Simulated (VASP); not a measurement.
CuO: single point with PBEsol

Crystal: CuO.

```
CELL_PARAMETERS angstrom
2.87950 0.00000 0.00000
0.03907 2.87928 0.00000
0.01750 0.01724 5.17634
ATOMIC_POSITIONS crystal
Cu 0.50000 0.00000 0.50000
Cu 0.00000 0.50000 0.00000
O 0.00158 0.99833 0.25011
O 0.99842 0.00167 0.74989
```

```yaml
Program: VASP 6.6.1
Task: single point
Functional: PBEsol
Potentials_or_basis: VASP PAW PBE potentials, release 64 (Cu, O)
Cutoff: 520 eV
k_mesh: 6 × 6 × 4
Occupations: gaussian, width 0.1 eV
Spin: no spin polarisation
Dipole_correction: no
Further_INCAR_settings: ALGO = Normal; EDIFF = 1e-07; NBANDS = 25
```

- Pressure: -1.4 GPa
- Largest force: 0.014 eV/Å
- Band gap on the k mesh: zero (bands 17 and 18 overlap by 1.15 eV)

Forces in eV/Å, atoms in the order of the input:
```
Cu   0.000  0.000  0.000
Cu   0.000  0.000  0.000
O   -0.006  0.008 -0.009
O    0.006 -0.008  0.009
```

Stress tensor (GPa, compression positive):
```
-0.28 -0.07 -0.02
-0.07 -0.32  0.00
-0.02  0.00 -3.48
```

Levels at points of the mesh, in eV from the Fermi level:
| k point | band 15 | band 16 | band 17 | band 18 | band 19 | band 20 |
| --- | --- | --- | --- | --- | --- | --- |
| (0.00, 0.00, 0.00) | -2.35 | -2.05 | 0.65 | 0.68 | 1.43 | 6.07 |
| (0.50, 0.00, 0.00) | -1.61 | -1.52 | 0.20 | 0.44 | 3.40 | 5.99 |
| (0.00, 0.50, 0.00) | -1.62 | -1.53 | 0.20 | 0.44 | 3.41 | 5.99 |
| (0.50, 0.50, 0.00) | -1.66 | -1.19 | -1.18 | 1.17 | 2.04 | 7.07 |
| (0.00, 0.00, 0.50) | -1.56 | -1.56 | 0.07 | 0.08 | 3.52 | 3.52 |
| (0.50, 0.00, 0.50) | -2.06 | -1.87 | -0.14 | 0.67 | 4.16 | 5.93 |
| (0.00, 0.50, 0.50) | -2.05 | -1.87 | -0.14 | 0.68 | 4.16 | 5.92 |
| (0.50, 0.50, 0.50) | -1.42 | -1.41 | -0.50 | -0.50 | 3.90 | 3.90 |

Wall time 60 s on 1 thread of Intel(R) Xeon(R) Platinum 8488C (Sapphire Rapids) (shared host), peak memory 0.2 GiB.

Caveat: the k points lie up to 0.36 Å⁻¹ apart, too coarse for converged energies and pressures of a metal; the PAW data sets were made with another functional, which shifts forces and pressure a little; semilocal functionals often make such compounds metallic where correlation or magnetic order opens a gap, which also shifts bond lengths. With open d or f shells a metallic result of PBEsol can be an artefact of self-interaction; +U or a hybrid may open a gap.
